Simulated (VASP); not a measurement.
# Al2C3 (Pm-3m) in VASP: a series of runs

Al2C3 is run at these levels: PBE; tasks: single point, relaxation of cell and atoms.

Program: VASP 6.6.1. These are calculated values, not measurements. Logs are shortened: lines on timing, memory, paths and dates and some standing lists are left out, and cuts for length are marked.

**1. The cell of the first run**

Symmetry: Pm-3m, No. 221, cubic system. The conventional cell has a = 3.908 Å, b = 3.908 Å, c = 3.908 Å, α = 90.00°, β = 90.00°, γ = 90.00°. Al (site symmetry m-3m) has 6 C at 1.95 Å within 2.6 Å. Al (site symmetry m-3m) has 12 C at 2.76 Å and 8 Al at 3.38 Å within 3.6 Å. C (site symmetry 4/mmm) has 2 Al at 1.95 Å within 2.6 Å.

**2. Single point, PBE**

The input, INCAR:

```
  PREC = Accurate
  ENCUT = 520
  EDIFF = 1E-6
  ISMEAR = 0
  SIGMA = 0.1
  LREAL = False
  LASPH = True
  NELM = 60
  ALGO = Normal
  ISIF = 2
  LWAVE = False
  LCHARG = True
  GGA = PE
  LELF = True
  LVHAR = True
  NBANDS = 17
```

The input, KPOINTS:

```
Automatic mesh
0
Gamma
  4 4 4
```

The input, POSCAR:

```
Al2C3
1.0
    3.9084218441      0.0000000000      0.0000000000
    0.0000000000      3.9084218441      0.0000000000
    0.0000000000      0.0000000000      3.9084218441
Al C
2 3
Direct
    0.5000000000      0.5000000000      0.5000000000
    0.0000000000      0.0000000000      0.0000000000
    0.0000000000      0.5000000000      0.5000000000
    0.5000000000      0.0000000000      0.5000000000
    0.5000000000      0.5000000000      0.0000000000
```

Potentials or basis: VASP PAW PBE potentials, release 64 (Al, C).

Command:

```sh
> cat potpaw_PBE.64/Al/POTCAR potpaw_PBE.64/C/POTCAR > POTCAR
> mpirun -np 1 vasp_std > vasp.out
```

OUTCAR:

```text
PREC = Accurate
   ENCUT = 520
   EDIFF = 1E-6
   ISMEAR = 0
   LREAL = False
   LASPH = True
   NELM = 60
   ISIF = 2
   GGA = PE

 ion  position               nearest neighbor table
   1  0.500  0.500  0.500-   3 1.95   4 1.95   5 1.95   5 1.95   4 1.95   3 1.95
   2  0.000  0.000  0.000-
   3  0.000  0.500  0.500-   1 1.95   1 1.95
   4  0.500  0.000  0.500-   1 1.95   1 1.95
   5  0.500  0.500  0.000-   1 1.95   1 1.95

  LATTYP: Found a simple cubic cell.
 ALAT       =     3.9084218441

  Lattice vectors:

 A1 = (   3.9084218441,   0.0000000000,   0.0000000000)
 A2 = (   0.0000000000,   3.9084218441,   0.0000000000)
 A3 = (   0.0000000000,   0.0000000000,   3.9084218441)

Analysis of symmetry for initial positions (statically):
=====================================================================
 Subroutine PRICEL returns:
 Original cell was already a primitive cell.

 Routine SETGRP: Setting up the symmetry group for a
 simple cubic supercell.

 Subroutine GETGRP returns: Found 48 space group operations
 (whereof 48 operations were pure point group operations)
 out of a pool of 48 trial point group operations.

The static configuration has the point symmetry O_h .

Analysis of symmetry for dynamics (positions and initial velocities):
=====================================================================
 Subroutine PRICEL returns:
 Original cell was already a primitive cell.

 Routine SETGRP: Setting up the symmetry group for a
 simple cubic supercell.

 Subroutine GETGRP returns: Found 48 space group operations
 (whereof 48 operations were pure point group operations)
 out of a pool of 48 trial point group operations.

The dynamic configuration has the point symmetry O_h .

 Subroutine INISYM returns: Found 48 space group operations
 (whereof 48 operations are pure point group operations),
 and found     1 'primitive' translations

----------------------------------------------------------------------------------------

                                     Primitive cell

  volume of cell :      59.7041

  direct lattice vectors                    reciprocal lattice vectors
     3.908421844  0.000000000  0.000000000     0.255857745  0.000000000  0.000000000
     0.000000000  3.908421844  0.000000000     0.000000000  0.255857745  0.000000000
     0.000000000  0.000000000  3.908421844     0.000000000  0.000000000  0.255857745

  length of vectors
     3.908421844  3.908421844  3.908421844     0.255857745  0.255857745  0.255857745

  position of ions in fractional coordinates (direct lattice)
     0.500000000  0.500000000  0.500000000
     0.000000000  0.000000000  0.000000000
     0.000000000  0.500000000  0.500000000
     0.500000000  0.000000000  0.500000000
     0.500000000  0.500000000  0.000000000

  ion indices of the primitive-cell ions
   primitive index   ion index
                 1           1
                 2           2
                 3           3
                 4           4
                 5           5

----------------------------------------------------------------------------------------

 KPOINTS: Automatic mesh

Automatic generation of k-mesh.
 Grid dimensions read from file:
 generate k-points for:    4    4    4

 Generating k-lattice:

  Cartesian coordinates                     Fractional coordinates (reciprocal lattice)
     0.063964436  0.000000000  0.000000000     0.250000000  0.000000000  0.000000000
     0.000000000  0.063964436  0.000000000     0.000000000  0.250000000  0.000000000
     0.000000000  0.000000000  0.063964436     0.000000000  0.000000000  0.250000000

  Length of vectors
     0.063964436  0.063964436  0.063964436

  Shift w.r.t. Gamma in fractional coordinates (k-lattice)
     0.000000000  0.000000000  0.000000000

 Subroutine IBZKPT returns following result:
 ===========================================

 Found     10 irreducible k-points:

 Following reciprocal coordinates:
            Coordinates               Weight
  0.000000  0.000000  0.000000      1.000000
  0.250000  0.000000  0.000000      6.000000
  0.500000  0.000000  0.000000      3.000000
  0.250000  0.250000  0.000000     12.000000
  0.500000  0.250000  0.000000     12.000000
  0.500000  0.500000  0.000000      3.000000
  0.250000  0.250000  0.250000      8.000000
  0.500000  0.250000  0.250000     12.000000
  0.500000  0.500000  0.250000      6.000000
  0.500000  0.500000  0.500000      1.000000
   k-points           NKPTS =     10   k-points in BZ     NKDIM =     10   number of bands    NBANDS=     17
   number of dos      NEDOS =    301   number of ions     NIONS =      5
   total plane-waves  NPLWV =  27000
   dimension x,y,z NGX =    30 NGY =   30 NGZ =   30
   dimension x,y,z NGXF=    60 NGYF=   60 NGZF=   60
   ions per type =               2   3
   NGX,Y,Z   is equivalent  to a cutoff of  12.76, 12.76, 12.76 a.u.
   NGXF,Y,Z  is equivalent  to a cutoff of  25.52, 25.52, 25.52 a.u.
 SYSTEM =  unknown system
   PREC   = accura    normal or accurate (medium, high low for compatibility)
   ISTART =      0    job   : 0-new  1-cont  2-samecut
   ICHARG =      2    charge: 1-file 2-atom 10-const
   ISPIN  =      1    spin polarized calculation?
   LNONCOLLINEAR =      F non collinear calculations
   LSORBIT =      F    spin-orbit coupling
   LASPH  =      T    aspherical Exc in radial PAW
   ENCUT  =  520.0 eV  38.22 Ry    6.18 a.u.   7.27  7.27  7.27*2*pi/ulx,y,z
   NELM   =     60;   NELMIN=  2; NELMDL= -5     # of ELM steps
   EDIFF  = 0.1E-05   stopping-criterion for ELM
   LREAL  =      F    real-space projection
   EDIFFG = 0.1E-04   stopping-criterion for IOM
   NSW    =      0    number of steps for IOM
   IBRION =     -1    ionic relax: 0-MD 1-quasi-New 2-CG
   NFREE  =      0    steps in history (QN), initial steepest desc. (CG)
   ISIF   =      2    stress and relaxation
   ISYM   =      2    0-nonsym 1-usesym 2-fastsym
   POTIM  = 0.5000    time-step for ionic-motion
   TEBEG  =    0.0;   TEEND  =   0.0 temperature during run
   PSTRESS=    0.0 pullay stress
   NELECT =      18.0000    total number of electrons
   NUPDOWN=      -1.0000    fix difference up-down
   EMIN   =  10.00;   EMAX   =-10.00  energy-range for DOS
   EFERMI =   0.00;   METHOD = LEGACY
   ISMEAR =     0;   SIGMA  =   0.10  broadening in eV -4-tet -1-fermi 0-gaus
   EFERMI_NEDOS =   21; number of points for ismear=-14 and -15
   IALGO  =     38    algorithm
   IMIX   =      4    mixing-type and parameters
     AMIX     =   0.40;   BMIX     =  1.00
     AMIX_MAG =   1.60;   BMIX_MAG =  1.00
  volume/ion in A,a.u.               =      11.94        80.58
  Fermi-wavevector in a.u.,A,eV,Ry     =   1.097735  2.074419 16.395326  1.205022
  Thomas-Fermi vector in A             =   2.234100
   LORBIT       =      0    0 simple, 1 ext, 2 COOP (PROOUT), +10 PAW based schemes
   GGA     = PE    functional components
   LHFCALC =     F    Hartree Fock is set to
   AEXX    =    0.0000 exact exchange contribution
   IVDW    =     0    specifies the selected vdW correction
   LEPSILON=     F    determine dielectric tensor
   LRPA    =     F    only Hartree local field effects (RPA)
 non-spin polarized calculation
 Gauss-broadening in eV      SIGMA  =   0.10
  energy-cutoff  :      520.00
  volume of cell :       59.70
 maximum number of plane-waves:      1640
 NGX is ok and might be reduce to    30
   NGX = 15   NGY = 15   NGZ = 15

 number of electron      17.9999999 magnetization

 Free energy of the ion-electron system (eV)
  ---------------------------------------------------
  ext. energy  EPLUGINS =         0.00000000
  ---------------------------------------------------
  free energy    TOTEN  =       -24.35855218 eV

  energy without entropy =      -24.34426103  energy(sigma->0) =      -24.35140660

 E-fermi :   5.7557     XC(G=0): -10.6190

 val. band max:        5.7219659232   @ k =   0.5000   0.2500   0.2500
 cond. band min:       5.8320321380   @ k =   0.2500   0.0000   0.0000
 fundamental gap:      0.1100662147
 Fermi energy:         5.7557267147

 k-point     1 :       0.0000    0.0000    0.0000
  band No.  band energies     occupation
      1      -7.9448      2.00000
      2      -2.2118      2.00000
      3      -2.2118      2.00000
      4       0.9547      2.00000
      5       0.9547      2.00000
      6       0.9547      2.00000
[... 9 lines left out ...]
     16      14.2101      0.00000
     17      14.3340      0.00000

 k-point     2 :       0.2500    0.0000    0.0000
  band No.  band energies     occupation
      1      -7.4862      2.00000
      2      -3.6632      2.00000
      3      -2.0989      2.00000
      4       1.3421      2.00000
      5       1.3421      2.00000
      6       1.7384      2.00000
[... 9 lines left out ...]
     16      13.0401      0.00000
     17      14.9173      0.00000

 k-point     3 :       0.5000    0.0000    0.0000
  band No.  band energies     occupation
      1      -6.6062      2.00000
      2      -5.2151      2.00000
      3      -1.9769      2.00000
      4       1.9504      2.00000
      5       1.9504      2.00000
      6       2.7577      2.00000
[... 9 lines left out ...]
     16      12.4334      0.00000
     17      16.2747      0.00000

 k-point     4 :       0.2500    0.2500    0.0000
  band No.  band energies     occupation
      1      -7.0323      2.00000
      2      -3.6887      2.00000
      3      -3.0191      2.00000
      4       0.7630      2.00000
      5       1.7276      2.00000
      6       2.9702      2.00000
[... 9 lines left out ...]
     16      12.9491      0.00000
     17      15.1036      0.00000
[... 63 lines left out ...]
      1      -5.7029      2.00000
      2      -4.6317      2.00000
      3      -3.2339      2.00000
      4       0.0495      2.00000
      5       1.0404      2.00000
      6       2.0073      2.00000
[... 9 lines left out ...]
     16      13.4186      0.00000
     17      17.2169      0.00000

 k-point     9 :       0.5000    0.5000    0.2500
  band No.  band energies     occupation
      1      -4.6723      2.00000
      2      -4.2788      2.00000
      3      -4.2788      2.00000
      4      -0.2842      2.00000
      5       0.2073      2.00000
      6       2.1657      2.00000
[... 9 lines left out ...]
     16      13.2723      0.00000
     17      17.6738      0.00000

 k-point    10 :       0.5000    0.5000    0.5000
  band No.  band energies     occupation
      1      -3.9935      2.00000
      2      -3.9935      2.00000
      3      -3.9935      2.00000
      4      -1.7670      2.00000
      5       1.0222      2.00000
      6       1.0223      2.00000
[... 9 lines left out ...]
     16      14.2185      0.00000
     17      16.8477      0.00000

------------------------ aborting loop because EDIFF is reached ----------------------------------------

  FORCE on cell =-STRESS in cart. coord.  units (eV):
  Direction    XX          YY          ZZ          XY          YZ          ZX
  --------------------------------------------------------------------------------------
  -------------------------------------------------------------------------------------
  Total       -0.0931880     -0.0931880     -0.0931880     -0.0000000      0.0000000     -0.0000000
  in kB       -2.5007283     -2.5007283     -2.5007283     -0.0000000      0.0000000     -0.0000000
  external PRESSURE =      -2.5007283 kB  Pullay stress =       0.0000000 kB

 VOLUME and BASIS-vectors are now :
 -----------------------------------------------------------------------------
  energy-cutoff  :      520.00
  volume of cell :       59.70
      direct lattice vectors                 reciprocal lattice vectors
     3.908421844  0.000000000  0.000000000     0.255857745  0.000000000  0.000000000
     0.000000000  3.908421844  0.000000000     0.000000000  0.255857745  0.000000000
     0.000000000  0.000000000  3.908421844     0.000000000  0.000000000  0.255857745

 POSITION                                       TOTAL-FORCE (eV/Angst)
 -----------------------------------------------------------------------------------
      1.95421      1.95421      1.95421         0.000000      0.000000      0.000000
      0.00000      0.00000      0.00000         0.000000      0.000000      0.000000
      0.00000      1.95421      1.95421         0.000000      0.000000      0.000000
      1.95421      0.00000      1.95421         0.000000      0.000000      0.000000
      1.95421      1.95421      0.00000         0.000000      0.000000      0.000000
 -----------------------------------------------------------------------------------
    total drift:                                0.000000      0.000000     -0.000000

  FREE ENERGIE OF THE ION-ELECTRON SYSTEM (eV)
  ---------------------------------------------------
  free  energy   TOTEN  =       -24.3585521783 eV

  energy  without entropy=      -24.3442610256  energy(sigma->0) =      -24.35140660
```

Run time: 7.6 s. Hardware: 1 thread of Intel Xeon 6975P-C (Granite Rapids), shared host; peak memory 0.15 GiB.

What came out:

| Property | Result |
| --- | --- |
| Free energy | -24.3586 eV |
| Pressure | -0.3 GPa |
| Band gap on the k mesh | zero (band 9 reaches 6.60 eV, above the bottom of band 10 at 4.87 eV) |

Caveat: the k points lie up to 0.40 Å⁻¹ apart.

**3. Single point, PBE**

This run uses another cell than the first one, of 17.09 Å³/atom, 1.431 times its volume.

The input, INCAR:

```
PREC = Accurate ; ENCUT = 520
EDIFF = 1E-6 ; ISMEAR = 0
SIGMA = 0.1 ; LREAL = F
LASPH = T ; NELM = 80
ALGO = Normal ; ISIF = 2
LWAVE = F ; LCHARG = F
GGA = PE ; NBANDS = 17
```

The input, KPOINTS:

```
regular mesh
0
Gamma
  4 4 4
```

POSCAR, as its differences from that of step 2:

```diff
@@ -2,5 +2,5 @@
 1.0
-    3.9084218441      0.0000000000      0.0000000000
-    0.0000000000      3.9084218441      0.0000000000
-    0.0000000000      0.0000000000      3.9084218441
+    4.4042400900      0.0000000000      0.0000000000
+    0.0000000000      4.4042400900      0.0000000000
+    0.0000000000      0.0000000000      4.4042400900
 Al C
```

Potentials or basis: VASP PAW PBE potentials, release 64 (Al, C).

Command:

```sh
> cat potpaw_PBE.64/Al/POTCAR potpaw_PBE.64/C/POTCAR > POTCAR
> mpirun -np 1 vasp_std > vasp.out
```

OUTCAR:

```text
PREC = Accurate
   ENCUT = 520
   EDIFF = 1E-6
   ISMEAR = 0
   LREAL = F
   LASPH = T
   NELM = 80
   ISIF = 2
   GGA = PE

 ion  position               nearest neighbor table
   1  0.500  0.500  0.500-   3 2.20   4 2.20   5 2.20   5 2.20   4 2.20   3 2.20
   2  0.000  0.000  0.000-
   3  0.000  0.500  0.500-   1 2.20   1 2.20
   4  0.500  0.000  0.500-   1 2.20   1 2.20
   5  0.500  0.500  0.000-   1 2.20   1 2.20

  LATTYP: Found a simple cubic cell.
 ALAT       =     4.4042400900

  Lattice vectors:

 A1 = (   4.4042400900,   0.0000000000,   0.0000000000)
 A2 = (   0.0000000000,   4.4042400900,   0.0000000000)
 A3 = (   0.0000000000,   0.0000000000,   4.4042400900)

Analysis of symmetry for initial positions (statically):
=====================================================================
 Subroutine PRICEL returns:
 Original cell was already a primitive cell.

[... 160 lines left out ...]

 E-fermi :   2.9075     XC(G=0):  -9.2218

 val. band max:        2.7803500486   @ k =   0.2500   0.0000   0.0000
 cond. band min:       2.9076133500   @ k =   0.2500   0.2500   0.0000
 fundamental gap:      0.1272633014
 Fermi energy:         2.9075487866

 k-point     1 :       0.0000    0.0000    0.0000
  band No.  band energies     occupation
      1      -8.7272      2.00000
      2      -5.1800      2.00000
      3      -5.1800      2.00000
      4      -0.6810      2.00000
      5      -0.6810      2.00000
      6      -0.6810      2.00000
[... 177 lines left out ...]
      4      -3.3940      2.00000
      5      -0.2849      2.00000
      6      -0.2849      2.00000
[... 9 lines left out ...]
     16       8.7979      0.00000
     17      10.7197      0.00000

------------------------ aborting loop because EDIFF is reached ----------------------------------------

  FORCE on cell =-STRESS in cart. coord.  units (eV):
  Direction    XX          YY          ZZ          XY          YZ          ZX
  --------------------------------------------------------------------------------------
  -------------------------------------------------------------------------------------
  Total      -10.9035562    -10.9035562    -10.9035562      0.0000000     -0.0000000      0.0000000
  in kB     -204.4870422   -204.4870422   -204.4870422      0.0000000     -0.0000000      0.0000000
  external PRESSURE =    -204.4870422 kB  Pullay stress =       0.0000000 kB

 VOLUME and BASIS-vectors are now :
 -----------------------------------------------------------------------------
  energy-cutoff  :      520.00
  volume of cell :       85.43
      direct lattice vectors                 reciprocal lattice vectors
     4.404240090  0.000000000  0.000000000     0.227053925  0.000000000  0.000000000
     0.000000000  4.404240090  0.000000000     0.000000000  0.227053925  0.000000000
     0.000000000  0.000000000  4.404240090     0.000000000  0.000000000  0.227053925

 POSITION                                       TOTAL-FORCE (eV/Angst)
 -----------------------------------------------------------------------------------
      2.20212      2.20212      2.20212         0.000000      0.000000      0.000000
      0.00000      0.00000      0.00000         0.000000      0.000000      0.000000
      0.00000      2.20212      2.20212         0.000000      0.000000      0.000000
      2.20212      0.00000      2.20212         0.000000      0.000000      0.000000
      2.20212      2.20212      0.00000         0.000000      0.000000      0.000000
 -----------------------------------------------------------------------------------
    total drift:                                0.000000      0.000000      0.000000

  FREE ENERGIE OF THE ION-ELECTRON SYSTEM (eV)
  ---------------------------------------------------
  free  energy   TOTEN  =       -22.1190512637 eV

  energy  without entropy=      -22.0944390955  energy(sigma->0) =      -22.10674518
```

stdout:

```text
POSCAR found type information on POSCAR AlC
 POSCAR found :  2 types and       5 ions
 scaLAPACK will be used
 LDA part: xc-table for (Slater+PW92), standard interpolation
 POSCAR, INCAR and KPOINTS ok, starting setup
 FFT: planning ... GRIDC
 FFT: planning ... GRID_SOFT
 FFT: planning ... GRID
 WAVECAR not read
 entering main loop
```

Wall time 7 s (1 thread of Intel Xeon 6975P-C (Granite Rapids), shared host); peak memory 0.19 GiB.

Results:

- Free energy: -22.1191 eV
- Pressure: -20.4 GPa
- Band gap on the k mesh: zero (band 9 reaches 3.49 eV, above the bottom of band 10 at 2.45 eV)

Levels at points of the mesh, in eV from the Fermi level:
```tsv
k point	band 5	band 6	band 7	band 8	band 9	band 10	band 11	band 12	band 13	band 14
(0.00, 0.00, 0.00)	-3.59	-3.59	-2.43	0.58	0.58	0.58	0.58	0.58	0.58	4.29
(0.50, 0.00, 0.00)	-2.93	-2.93	-2.18	-0.89	-0.89	-0.19	0.80	0.80	1.64	2.78
(0.50, 0.50, 0.00)	-3.92	-2.31	-1.03	-1.03	-0.46	-0.46	0.31	0.74	1.80	3.30
(0.50, 0.50, 0.50)	-3.19	-3.19	-3.19	-2.71	0.34	0.34	1.86	1.86	1.86	5.89
```

(Continued in part 2 of 2.)
